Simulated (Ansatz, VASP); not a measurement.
**Li3H8: VASP beside Ansatz**

```xyz
11
Lattice="2.1060 1.2159 5.0540 -2.1060 1.2159 5.0540 0.0000 -2.4318 5.0540" Properties=species:S:1:pos:R:3 pbc="T T T"
Li    0.0000    0.0000    8.8818
Li    0.0000    0.0000    6.2802
Li    0.0000    0.0000    0.0000
H     0.0000   -1.2159    2.5270
H     1.0530    0.6080    2.5270
H    -1.0530    0.6080    2.5270
H     0.0000    0.0000   12.6223
H     0.0000    0.0000    2.5397
H     0.0000    1.2159    5.0540
H    -1.0530   -0.6080    5.0540
H     1.0530   -0.6080    5.0540
```

Alike in both runs: functional PBE; k mesh 6 × 6 × 6; occupations gaussian, width 0.1 eV; no spin polarisation.

Ansatz relaxed the structure, and its values are those at the end. VASP's run is a single point on that final structure, the one shown.

|  | VASP | Ansatz |
| --- | --- | --- |
| version | VASP 6.6.1 | Ansatz 0.2.0 |
| potentials or method | VASP PAW PBE potentials, release 64 (Li_sv, H), cutoff 520 eV | scalar-relativistic, plane waves, PAW |
| valence electrons in the cell | 17 | 17 |

Ansatz gave:

```
gap on the k mesh at the Fermi level (eV) : none
rms of the force components (eV/Å)        : 0.009
```

Problem. Which values does VASP return?

Solution. gap on the k mesh at the Fermi level (eV): none; rms of the force components (eV/Å): 0.010.

A gap of «none» marks a metal or a gap that the smearing closes. The functional is the same, so the differences come from potentials, cutoffs and numerics.

Noted on VASP's run: the cutoff is under 1.25 times that of the potentials, so the pressure is a little rough.
